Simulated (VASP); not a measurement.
Runs of VASP 6.6.1 on Ti3As4. The structure is that of space group P-4m2 (No. 115), or close to it. The cells are those of the table. 

```tsv
task	spin	cell	k mesh	cutoff (eV)	gap on the mesh (eV)	pressure (GPa)	largest force (eV/Å)
single point	off	a = 4.118, b = 4.118, c = 11.649 Å, 7 atoms	4 × 4 × 2	520	none	-2.9	1.00
single point	collinear, ferromagnetic start	a = 4.045, b = 4.045, c = 9.551 Å, 7 atoms	4 × 4 × 2	520	none	0.1	0.03
single point	off	a = 4.045, b = 4.045, c = 9.551 Å, 7 atoms	4 × 4 × 2	520	none	0.1	0.03
single point	off	a = 4.051, b = 4.051, c = 9.517 Å, 7 atoms	10 × 10 × 4	520	none	(a)	0.02
relaxation of cell and atoms	off	relaxed from a = 4.118, b = 4.118, c = 11.649 Å, 7 atoms	4 × 4 × 2	600	none	0.0	0.04
```

Alike in all rows: level PBE; potentials or basis VASP PAW PBE potentials, release 64 (Ti_sv, As); smearing gaussian 0.1 eV.

Problem. Fill in the values left out.

Solution. (a) 0.2.

Caveats: some runs use coarse meshes; this functional lacks dispersion, which binds the layers, so the pressure and a relaxed spacing across them are unreliable (some runs).

A k mesh can miss the band edges, and the runs leave out spin-orbit coupling on As.

A gap of «none» marks levels without a gap at the run's occupations.
